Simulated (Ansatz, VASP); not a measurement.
**One calculation of CaS3, two programs**

INCAR

```
PREC     = Accurate       # precision mode
ENCUT    = 520            # plane-wave cutoff, eV
EDIFF    = 1E-6           # SCF threshold, eV
ISMEAR   = 0              # smearing method
SIGMA    = 0.1            # smearing width, eV
LREAL    = F              # projectors in reciprocal space
LASPH    = T              # aspherical terms in the spheres
NELM     = 100            # most SCF steps
ALGO     = Normal         # electronic algorithm
ISIF     = 2              # what is computed and relaxed
LWAVE    = F              # write WAVECAR
LCHARG   = F              # write CHGCAR
GGA      = PE             # functional
NBANDS   = 22             # bands
```

KPOINTS

```
Automatic mesh
0
Gamma
  10 10 14
```

File POSCAR:

```
CaS3
1.0
    4.6057849794      0.0000000000      0.0000000000
    0.0000000000      4.6057849794      0.0000000000
    0.0000000000      0.0000000000      3.5490412373
Ca S
1 3
Direct
    0.0000000000      0.0000000000      0.0000000000
    0.5000000000      0.5000000000      0.0000000000
    0.0000000000      0.5000000000      0.5000000000
    0.5000000000      0.0000000000      0.5000000000
```

Input for Ansatz:

```yaml
crystal:
  lattice:
    - [4.6057849794, 0.0, 0.0]
    - [0.0, 4.6057849794, 0.0]
    - [0.0, 0.0, 3.5490412373]
  atoms:
    - { symbol: Ca, position: [0.0, 0.0, 0.0] }
    - { symbol: S, position: [0.5, 0.5, 0.0] }
    - { symbol: S, position: [0.0, 0.5, 0.5] }
    - { symbol: S, position: [0.5, 0.0, 0.5] }
basis:
  ecutwfc: 420
kpoints:
  mp_grid: { grid: [10, 10, 14] }
  band_path:
    path:
      - [[0.0, 0.0, 0.0], [0.0, 0.5, 0.0], [0.5, 0.5, 0.0], [0.0, 0.0, 0.0], [0.0, 0.0, 0.5], [0.0, 0.5, 0.5], [0.5, 0.5, 0.5], [0.0, 0.0, 0.5]]
      - [[0.0, 0.5, 0.0], [0.0, 0.5, 0.5]]
      - [[0.5, 0.5, 0.0], [0.5, 0.5, 0.5]]
    npoints: 14
hamiltonian:
  xc: pbe
scf:
  occupations: { method: gaussian, width: 0.1 }
  n_extra_bands: 10
output:
  forces: true
  stress: true
  eigenvalues: true
  populations: true
  dos: { projected: true, de: 0.02, nscf_kmesh: { grid: [15, 15, 21] } }
  bader: true
  write_density: true
  write_potential: true
  elf: true
  volumetric_format: npy
```

Alike in both runs: task single point; functional PBE; k mesh 10 × 10 × 14; occupations gaussian, width 0.1 eV; no spin polarisation.

```csv
,VASP,Ansatz
version,VASP 6.6.1,Ansatz 0.2.0
potentials or method,"VASP PAW PBE potentials, release 64 (Ca_sv, S), cutoff 520 eV","scalar-relativistic, plane waves, PAW"
valence electrons in the cell,28,28
```

VASP gave:

* gap on the k mesh at the Fermi level (eV): none
* pressure (GPa): 0.1

Q: Which values does Ansatz return?

A: gap on the k mesh at the Fermi level (eV): none; pressure (GPa): 0.0.

A gap of «none» marks a metal or a gap that the smearing closes. The functional is the same, so the differences come from potentials, cutoffs and numerics.
